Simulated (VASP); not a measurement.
Wanted: the native input for a VASP 6.6.1 run.

```
Task                   : single point
Functional             : PBE
Potentials or basis    : VASP PAW PBE potentials, release 64 (Sb, As)
Cutoff                 : 520 eV
k mesh                 : 6 × 6 × 6
Occupations            : gaussian, width 0.1 eV
Spin                   : no spin polarisation
Dipole correction      : no
Further INCAR settings : ALGO = Normal; EDIFF = 1e-07; NBANDS = 20
```

The structure of Sb2As3 lies in POSCAR:

```
Sb2As3
1.0
    2.0437373329      1.1799522993      8.2972433086
   -2.0437373329      1.1799522993      8.2972433086
    0.0000000000     -2.3599045987      8.2972433086
Sb As
2 3
Direct
    0.4022207258      0.4022207258      0.4022207258
    0.5977792742      0.5977792742      0.5977792742
    0.0000000000      0.0000000000      0.0000000000
    0.1977101144      0.1977101144      0.1977101144
    0.8022898856      0.8022898856      0.8022898856
```

These files were run (other wordings do the same):

INCAR

```
SYSTEM = Sb2As3
PREC = Accurate ; ENCUT = 520
EDIFF = 1E-7 ; ISMEAR = 0
SIGMA = 0.1 ; LREAL = .FALSE.
LASPH = .TRUE. ; NELM = 80
ALGO = Normal ; ISIF = 2
LWAVE = .FALSE. ; LCHARG = .TRUE.
GGA = PE ; LELF = .TRUE.
LVHAR = .TRUE. ; NBANDS = 20
```

KPOINTS

```
Automatic mesh
0
G
  6 6 6
  0 0 0
```

Potentials or basis: VASP PAW PBE potentials, release 64 (Sb, As).

The run is started by

```bash
$ cat potpaw_PBE.64/Sb/POTCAR potpaw_PBE.64/As/POTCAR > POTCAR
$ mpirun -np 1 vasp_std > vasp.out
```

It gave:

```yaml
Pressure: 0.0 GPa
Largest_force: 0.013 eV/Å
Band_gap_on_the_k_mesh: zero (an odd number of electrons rules out a gap without spin polarisation)
```

Caveat: spin-orbit coupling is left out, which moves the levels of the heavy elements; an odd number of electrons without spin polarisation forces a metal; a magnetic or distorted state may lie lower.

It took 3.7 min on 1 thread of AMD EPYC 9R45 96-Core Processor (Zen 5), with other jobs on the host, peak memory 0.5 GiB.
